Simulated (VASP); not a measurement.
Here is a VASP 6.6.1 calculation.

Contents of INCAR:

```
  ALGO = Normal
  EDIFF = 1E-6
  ENCUT = 520
  GGA = PE
  ISIF = 2
  ISMEAR = -1
  LASPH = True
  LCHARG = True
  LELF = True
  LREAL = Auto
  LVHAR = True
  LWAVE = False
  NBANDS = 48
  NELECT = 66.0
  NELM = 60
  PREC = Accurate
  SIGMA = 0.05
```

The input KPOINTS:

```
k-points
0
Gamma
  2 2 2
```

Contents of POSCAR:

```
LiSi16
1.0
    0.0000000000      5.4300000000      5.4300000000
    5.4300000000      0.0000000000      5.4300000000
    5.4300000000      5.4300000000      0.0000000000
Si Li
16 1
Direct
   -0.0023068025      0.0018058398     -0.0015060836
    0.1223629405      0.1316588403      0.1232337746
   -0.0023201555      0.0017840333      0.5025027871
    0.1271366817      0.1240177331      0.6246523115
   -0.0004280500      0.4998030900      0.0005948639
    0.1223540645      0.6225435767      0.1232184391
   -0.0023197267      0.4978574865      0.5024905036
    0.1223334512      0.6225183658      0.6324454208
    0.5016140548      0.0018156768     -0.0014915898
    0.6238497862      0.1240322310      0.1279019498
    0.4996769674     -0.0001482107      0.5004475702
    0.6238393510      0.1240170751      0.6246638762
    0.5016105143      0.4978767509     -0.0015003163
    0.6314299327      0.6225648208      0.1232487076
    0.5015947215      0.4978581248      0.5025128378
    0.6238403355      0.6273094234      0.6246567380
    0.2495483333      0.7497901423      0.2506319095
```

Potentials or basis: VASP PAW PBE potentials, release 64 (Si, Li_sv).

Command:

```sh
$ cat potpaw_PBE.64/Si/POTCAR potpaw_PBE.64/Li_sv/POTCAR > POTCAR
$ mpirun -np 1 vasp_std > vasp.out
```

(1) What does it give for the largest force?

## Answers

(1) 0.006 eV/Å.

Caveat: the k points lie up to 0.50 Å⁻¹ apart; the cell carries a net charge on a neutralising background, which shifts energy and pressure.
